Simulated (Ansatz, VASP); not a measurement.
**Two plane-wave programs on AlCu**

```xyz
2
Lattice="2.9975 0.0000 0.0000 0.0000 2.9975 0.0000 0.0000 0.0000 2.9975" Properties=species:S:1:pos:R:3 pbc="T T T"
Al   -0.0625    0.0000    0.0000
Cu    1.4988    1.4988    1.4988
```

Change from the starting cell: all Al atoms moved +0.062 Å, as atom 1 towards its neighbour atom 1 (Al) at 2.998 Å.

Alike in both runs: task single point; functional r2SCAN; k mesh 16 × 16 × 16; occupations gaussian, width 0.15 eV; no spin polarisation.

|  | VASP | Ansatz |
| --- | --- | --- |
| version | VASP 6.6.1 | Ansatz 0.2.0 |
| potentials or method | VASP PAW PBE potentials, release 64 (Al, Cu), cutoff 520 eV | scalar-relativistic, plane waves, PAW |
| valence electrons in the cell | 14 | 22 |

```tsv
	VASP	Ansatz	Ansatz less VASP
gap on the k mesh at the Fermi level (eV)	none	none	-
pressure (GPa)	-4.7	-4.7	-0.04
traceless stress, the component that is largest in VASP (GPa)	-0.09	-0.09	0.000
rms of the force components (eV/Å)	0.144	0.144	+0.0001
```

VASP's potentials were made for PBE, not for r2SCAN. Atom by atom the forces differ by 0.000 eV/Å (rms over components). A gap of «none» marks a metal or a gap that the smearing closes. VASP's potentials hold 14 valence electrons a cell and Ansatz's 22, so a difference there can come from the potentials and not from the codes.
